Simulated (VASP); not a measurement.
Write the native input for VASP 6.6.1 that does the following.

| Property | Result |
| --- | --- |
| Task | relaxation of cell and atoms |
| Functional | PBE |
| Potentials or basis | VASP PAW PBE potentials, release 64 (Al, Ga_d, As) |
| Cutoff | 500 eV |
| k mesh | 6 × 6 × 6 |
| Occupations | gaussian, width 0.1 eV |
| Spin | no spin polarisation |
| Dipole correction | no |
| Further INCAR settings | ALGO = Normal; EDIFF = 1e-07; IBRION = 2; EDIFFG = -0.04; NSW = 90; ISIF = 3 |

The structure of Al2GaAs3 lies in POSCAR:

```
Al2GaAs3
1.0
   -1.9268134300      1.9268134300      8.1747770700
    1.9268134300     -1.9268134300      8.1747770700
    1.9268134300      1.9268134300     -8.1747770700
Al Ga As
2 1 3
Direct
    0.8333333300      0.8333333300      0.0000000000
    0.1666666700      0.1666666700      0.0000000000
    0.5000000000      0.5000000000      0.0000000000
    0.5833333300      0.0833333300      0.5000000000
    0.2500000000      0.7500000000      0.5000000000
    0.9166666700      0.4166666700      0.5000000000
```

These files were run (other wordings do the same):

INCAR

```
ALGO     = Normal         # electronic algorithm
EDIFF    = 1E-7           # SCF threshold, eV
EDIFFG   = -0.04          # ionic threshold
ENCUT    = 500            # plane-wave cutoff, eV
GGA      = PE             # functional
GGA_COMPAT= False        
IBRION   = 2              # ionic algorithm
ISIF     = 3              # what is computed and relaxed
ISMEAR   = 0              # smearing method
LASPH    = True           # aspherical terms in the spheres
LCHARG   = False          # write CHGCAR
LREAL    = False          # projectors in reciprocal space
LWAVE    = False          # write WAVECAR
NELM     = 120            # most SCF steps
NELMIN   = 4            
NSW      = 90             # ionic steps
PREC     = Accurate       # precision mode
SIGMA    = 0.1            # smearing width, eV
```

KPOINTS

```
k-points
0
Gamma
  6 6 6
```

Potentials or basis: VASP PAW PBE potentials, release 64 (Al, Ga_d, As).

Command:

```sh
$ cat potpaw_PBE.64/Al/POTCAR potpaw_PBE.64/Ga_d/POTCAR potpaw_PBE.64/As/POTCAR > POTCAR
$ mpirun -np 1 vasp_std > vasp.out
```

Results of the run:

```yaml
Relaxed_volume: 23.59 Å³/atom
Relaxed_cell: a = 9.061 Å, b = 9.061 Å, c = 9.061 Å, α = 154.12°, β = 154.12°, γ = 36.93°
Space_group_after_relaxing_to_0.1_Å: I-4m2 (No. 119)
Energy_gained_by_relaxing: 130.7 meV/atom
Ionic_steps: 5
Pressure_after_relaxing: 0.1 GPa
Largest_force_after_relaxing: 0.031 eV/Å
Band_gap_on_the_k_mesh: 1.11 eV
```

Caveat: the volume moved by over 15 % at a fixed basis, so the end points are rough.

Wall time 7 min on 1 thread of Intel(R) Xeon(R) 6975P-C (Granite Rapids), on a shared host, peak memory 0.66 GiB.
